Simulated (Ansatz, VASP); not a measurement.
# Si2C: VASP beside Ansatz

```
Si C
1.0
     4.00203    0.00000    0.00000
    -2.00101    3.46586    0.00000
     0.00000    0.00000    2.73942
Si C
2 1
Direct
  0.33333 0.66667 0.50000
  0.66667 0.33333 0.50000
  0.00000 0.00000 0.00000
```

Change from the starting cell: species swapped into the Li2Pd type (P6/mmm, No. 191).

Alike in both runs: functional PBE; k mesh 6 × 6 × 6; occupations gaussian, width 0.1 eV; no spin polarisation.

Ansatz relaxed the structure, and its values are those at the end. VASP's run is a single point on that final structure, the one shown.

|  | VASP | Ansatz |
| --- | --- | --- |
| version | VASP 6.6.1 | Ansatz 0.2.0 |
| potentials or method | VASP PAW PBE potentials, release 64 (Si, C), cutoff 600 eV | scalar-relativistic, plane waves, PAW |
| valence electrons in the cell | 12 | 12 |

|  | VASP | Ansatz | Ansatz less VASP |
| --- | --- | --- | --- |
| gap on the k mesh at the Fermi level (eV) | none | none | - |
| pressure (GPa) | -0.2 | -0.1 | +0.09 |

A gap of «none» marks a metal or a gap that the smearing closes.

The k mesh is coarse, so the values compare programs but aren't converged.
